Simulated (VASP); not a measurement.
# Zr (Fm-3m) in VASP: single point with r2SCAN

Aim: the single point of Zr with r2SCAN.

All numbers are computed with VASP 6.6.1; they aren't measurements. Logs are shortened: lines on timing, memory, paths and dates and some standing lists are left out, and cuts for length are marked.

### 1 The cell of the first run

Symmetry: Fm-3m, No. 225, cubic system. Conventional cell: a = 4.510 Å, b = 4.510 Å, c = 4.510 Å, α = 90.00°, β = 90.00°, γ = 90.00°. Zr (site symmetry m-3m) has 12 Zr at 3.19 Å within 4.2 Å.

This isn't the form of Zr at room conditions, which is hcp.

### 2 Single point, r2SCAN

POSCAR

```
Zr
1.0
    0.0000000000      2.2550000000      2.2550000000
    2.2550000000      0.0000000000      2.2550000000
    2.2550000000      2.2550000000      0.0000000000
Zr
1
Direct
    0.0000000000      0.0000000000      0.0000000000
```

INCAR.step1

```
PREC = Accurate
ENCUT = 520
ISMEAR = 0
SIGMA = 0.15
LREAL = False
LASPH = True
NELM = 80
NBANDS = 12
GGA = PE
ALGO = Normal
EDIFF = 1E-4
LWAVE = True
LCHARG = False
```

INCAR.step2

```
PREC = Accurate
ENCUT = 520
EDIFF = 1E-6
ISMEAR = 0
SIGMA = 0.15
LREAL = False
LASPH = True
NELM = 80
ALGO = Normal
ISIF = 2
LWAVE = False
LCHARG = False
METAGGA = R2SCAN
LMIXTAU = True
NBANDS = 12
ISTART = 1
```

KPOINTS

```
Automatic mesh
0
Gamma
  18 18 18
```

Potentials or basis: VASP PAW PBE potentials, release 64 (Zr_sv).

The run is started by

```console
cat potpaw_PBE.64/Zr_sv/POTCAR > POTCAR
cp INCAR.step1 INCAR
mpirun -np 1 vasp_std > vasp.out
cp INCAR.step2 INCAR
mpirun -np 1 vasp_std > vasp.out
```

OUTCAR:

```text
PREC = Accurate
   ENCUT = 520
   EDIFF = 1E-6
   ISMEAR = 0
   LREAL = False
   LASPH = True
   NELM = 80
   ISIF = 2
   METAGGA = R2SCAN
   ISTART = 1

 ion  position               nearest neighbor table
   1  0.000  0.000  0.000-

  LATTYP: Found a face centered cubic cell.
 ALAT       =     4.5100000000

  Lattice vectors:

 A1 = (   0.0000000000,   2.2550000000,   2.2550000000)
 A2 = (   2.2550000000,   0.0000000000,   2.2550000000)
 A3 = (   2.2550000000,   2.2550000000,   0.0000000000)

Analysis of symmetry for initial positions (statically):
=====================================================================
 Subroutine PRICEL returns:
 Original cell was already a primitive cell.

 Routine SETGRP: Setting up the symmetry group for a
 face centered cubic supercell.

 Subroutine GETGRP returns: Found 48 space group operations
 (whereof 48 operations were pure point group operations)
 out of a pool of 48 trial point group operations.

The static configuration has the point symmetry O_h .

Analysis of symmetry for dynamics (positions and initial velocities):
=====================================================================
 Subroutine PRICEL returns:
 Original cell was already a primitive cell.

 Routine SETGRP: Setting up the symmetry group for a
 face centered cubic supercell.

 Subroutine GETGRP returns: Found 48 space group operations
 (whereof 48 operations were pure point group operations)
 out of a pool of 48 trial point group operations.

The dynamic configuration has the point symmetry O_h .

 Subroutine INISYM returns: Found 48 space group operations
 (whereof 48 operations are pure point group operations),
 and found     1 'primitive' translations

----------------------------------------------------------------------------------------

                                     Primitive cell

  volume of cell :      22.9335

  direct lattice vectors                    reciprocal lattice vectors
     0.000000000  2.255000000  2.255000000    -0.221729490  0.221729490  0.221729490
     2.255000000  0.000000000  2.255000000     0.221729490 -0.221729490  0.221729490
     2.255000000  2.255000000  0.000000000     0.221729490  0.221729490 -0.221729490

  length of vectors
     3.189051583  3.189051583  3.189051583     0.384046742  0.384046742  0.384046742

  position of ions in fractional coordinates (direct lattice)
     0.000000000  0.000000000  0.000000000

  ion indices of the primitive-cell ions
   primitive index   ion index
                 1           1

----------------------------------------------------------------------------------------

 KPOINTS: Automatic mesh

Automatic generation of k-mesh.
 Grid dimensions read from file:
 generate k-points for:   18   18   18

 Generating k-lattice:

  Cartesian coordinates                     Fractional coordinates (reciprocal lattice)
    -0.012318305  0.012318305  0.012318305     0.055555556  0.000000000  0.000000000
     0.012318305 -0.012318305  0.012318305     0.000000000  0.055555556  0.000000000
     0.012318305  0.012318305 -0.012318305     0.000000000  0.000000000  0.055555556

  Length of vectors
     0.021335930  0.021335930  0.021335930

  Shift w.r.t. Gamma in fractional coordinates (k-lattice)
     0.000000000  0.000000000  0.000000000

 Subroutine IBZKPT returns following result:
 ===========================================

 Found    195 irreducible k-points:

 Following reciprocal coordinates:
            Coordinates               Weight
  0.000000  0.000000  0.000000      1.000000
  0.055556  0.000000  0.000000      8.000000
  0.111111  0.000000  0.000000      8.000000
  0.166667  0.000000  0.000000      8.000000
  0.222222  0.000000  0.000000      8.000000
  0.277778  0.000000  0.000000      8.000000
[... 16 lines left out ...]
 -0.277778  0.055556  0.000000     24.000000
 -0.222222  0.055556  0.000000     24.000000
 [... further k-points ...]
   k-points           NKPTS =    195   k-points in BZ     NKDIM =    195   number of bands    NBANDS=     12
   number of dos      NEDOS =    301   number of ions     NIONS =      1
   total plane-waves  NPLWV =  13824
   dimension x,y,z NGX =    24 NGY =   24 NGZ =   24
   dimension x,y,z NGXF=    48 NGYF=   48 NGZF=   48
   ions per type =               1
   NGX,Y,Z   is equivalent  to a cutoff of  12.51, 12.51, 12.51 a.u.
   NGXF,Y,Z  is equivalent  to a cutoff of  25.02, 25.02, 25.02 a.u.
 SYSTEM =  unknown system
   PREC   = accura    normal or accurate (medium, high low for compatibility)
   ISTART =      1    job   : 0-new  1-cont  2-samecut
   ICHARG =      0    charge: 1-file 2-atom 10-const
   ISPIN  =      1    spin polarized calculation?
   LNONCOLLINEAR =      F non collinear calculations
   LSORBIT =      F    spin-orbit coupling
   LASPH  =      T    aspherical Exc in radial PAW
   ENCUT  =  520.0 eV  38.22 Ry    6.18 a.u.   5.93  5.93  5.93*2*pi/ulx,y,z
   NELM   =     80;   NELMIN=  2; NELMDL=  0     # of ELM steps
   EDIFF  = 0.1E-05   stopping-criterion for ELM
   LREAL  =      F    real-space projection
[... 7 lines left out ...]
   TEBEG  =    0.0;   TEEND  =   0.0 temperature during run
   PSTRESS=    0.0 pullay stress
   NELECT =      12.0000    total number of electrons
   NUPDOWN=      -1.0000    fix difference up-down
   EMIN   =  10.00;   EMAX   =-10.00  energy-range for DOS
   EFERMI =   0.00;   METHOD = LEGACY
   ISMEAR =     0;   SIGMA  =   0.15  broadening in eV -4-tet -1-fermi 0-gaus
   EFERMI_NEDOS =   21; number of points for ismear=-14 and -15
   IALGO  =     38    algorithm
   IMIX   =      4    mixing-type and parameters
     AMIX     =   0.40;   BMIX     =  1.00
     AMIX_MAG =   1.60;   BMIX_MAG =  1.00
  volume/ion in A,a.u.               =      22.93       154.76
  Fermi-wavevector in a.u.,A,eV,Ry     =   1.319204  2.492935 23.678216  1.740300
  Thomas-Fermi vector in A             =   2.449119
   LORBIT       =      0    0 simple, 1 ext, 2 COOP (PROOUT), +10 PAW based schemes
   METAGGA = R2SCAN    functional components
   LHFCALC =     F    Hartree Fock is set to
   AEXX    =    0.0000 exact exchange contribution
   IVDW    =     0    specifies the selected vdW correction
   LEPSILON=     F    determine dielectric tensor
   LRPA    =     F    only Hartree local field effects (RPA)
 non-spin polarized calculation
 Gauss-broadening in eV      SIGMA  =   0.15
  energy-cutoff  :      520.00
  volume of cell :       22.93
 maximum number of plane-waves:       636
   NGX = 11   NGY = 11   NGZ = 11

 number of electron      12.0000000 magnetization

 Free energy of the ion-electron system (eV)
  ---------------------------------------------------
  ext. energy  EPLUGINS =         0.00000000
  ---------------------------------------------------
  free energy    TOTEN  =       -22.70057547 eV

  energy without entropy =      -22.68600438  energy(sigma->0) =      -22.69328993

 E-fermi :   9.0724     XC(G=0): -12.0415

 val. band max:        9.0494467743   @ k =  -0.2778   0.5000   0.2222
 cond. band min:       9.0761971354   @ k =  -0.3333   0.2778   0.0000
 fundamental gap:      0.0267503611
 Fermi energy:         9.0724253388

 k-point     1 :       0.0000    0.0000    0.0000
  band No.  band energies     occupation
      1     -41.2877      2.00000
      2     -18.0643      2.00000
      3     -18.0642      2.00000
      4     -18.0642      2.00000
      5       3.1578      2.00000
      6      10.2095      0.00000
      7      10.2095      0.00000
      8      10.2095      0.00000
      9      12.8630      0.00000
     10      12.8630      0.00000
     11      19.9669      0.00000
     12      24.5941      0.00000

 k-point     2 :       0.0556    0.0000    0.0000
  band No.  band energies     occupation
      1     -41.2829      2.00000
      2     -18.0986      2.00000
      3     -18.0684      2.00000
      4     -18.0684      2.00000
      5       3.2643      2.00000
      6      10.1029      0.00000
      7      10.2595      0.00000
      8      10.2595      0.00000
      9      12.8097      0.00000
     10      12.8097      0.00000
     11      20.2026      0.00000
     12      24.0929      0.00000

 k-point     3 :       0.1111    0.0000    0.0000
  band No.  band energies     occupation
      1     -41.2690      2.00000
      2     -18.1968      2.00000
      3     -18.0803      2.00000
      4     -18.0803      2.00000
      5       3.5725      2.00000
      6       9.8266      0.00000
      7      10.3905      0.00000
      8      10.3905      0.00000
      9      12.6865      0.00000
     10      12.6865      0.00000
     11      20.8313      0.00000
     12      23.1366      0.00000
[... 286 lines left out ...]
 k-point    23 :      -0.2778    0.0556    0.0000
  band No.  band energies     occupation
      1     -41.1810      2.00000
      2     -18.7640      2.00000
      3     -18.1882      2.00000
      4     -18.1411      2.00000
      5       5.4482      2.00000
      6       8.9894      1.56629
      7      10.3676      0.00000
      8      10.5337      0.00000
      9      12.7955      0.00000
     10      13.6508      0.00000
     11      20.1644      0.00000
     12      23.3183      0.00000

 k-point    24 :      -0.2222    0.0556    0.0000
  band No.  band energies     occupation
      1     -41.2087      2.00000
      2     -18.5873      2.00000
      3     -18.1639      2.00000
      4     -18.1171      2.00000
      5       4.9050      2.00000
      6       9.0482      1.18068
      7      10.5198      0.00000
      8      10.6680      0.00000
      9      12.3741      0.00000
     10      13.1997      0.00000
     11      20.8283      0.00000
     12      23.3736      0.00000

 [... further k-points ...]

------------------------ aborting loop because EDIFF is reached ----------------------------------------

  FORCE on cell =-STRESS in cart. coord.  units (eV):
  Direction    XX          YY          ZZ          XY          YZ          ZX
  --------------------------------------------------------------------------------------
  -------------------------------------------------------------------------------------
  Total        0.2248982      0.2248982      0.2248982     -0.0000000      0.0000000      0.0000000
  in kB       15.7118384     15.7118384     15.7118384     -0.0000000      0.0000000      0.0000000
  external PRESSURE =      15.7118384 kB  Pullay stress =       0.0000000 kB

 VOLUME and BASIS-vectors are now :
 -----------------------------------------------------------------------------
  energy-cutoff  :      520.00
  volume of cell :       22.93
      direct lattice vectors                 reciprocal lattice vectors
     0.000000000  2.255000000  2.255000000    -0.221729490  0.221729490  0.221729490
     2.255000000  0.000000000  2.255000000     0.221729490 -0.221729490  0.221729490
     2.255000000  2.255000000  0.000000000     0.221729490  0.221729490 -0.221729490

 POSITION                                       TOTAL-FORCE (eV/Angst)
 -----------------------------------------------------------------------------------
      0.00000      0.00000      0.00000         0.000000     -0.000000     -0.000000
 -----------------------------------------------------------------------------------
    total drift:                                0.000000      0.000000     -0.000000

  FREE ENERGIE OF THE ION-ELECTRON SYSTEM (eV)
  ---------------------------------------------------
  free  energy   TOTEN  =       -22.7005754742 eV

  energy  without entropy=      -22.6860043826  energy(sigma->0) =      -22.69328993
```

It took 2.8 min on 1 thread of Intel Xeon 8259CL, shared host; peak memory 0.18 GiB.

Results:

- Free energy: -22.7006 eV
- Pressure: 1.6 GPa
- Band gap on the k mesh: zero (bands 6 and 7 overlap by 1.75 eV)

Caveat: the PAW data sets were made with another functional, which shifts forces and pressure a little.
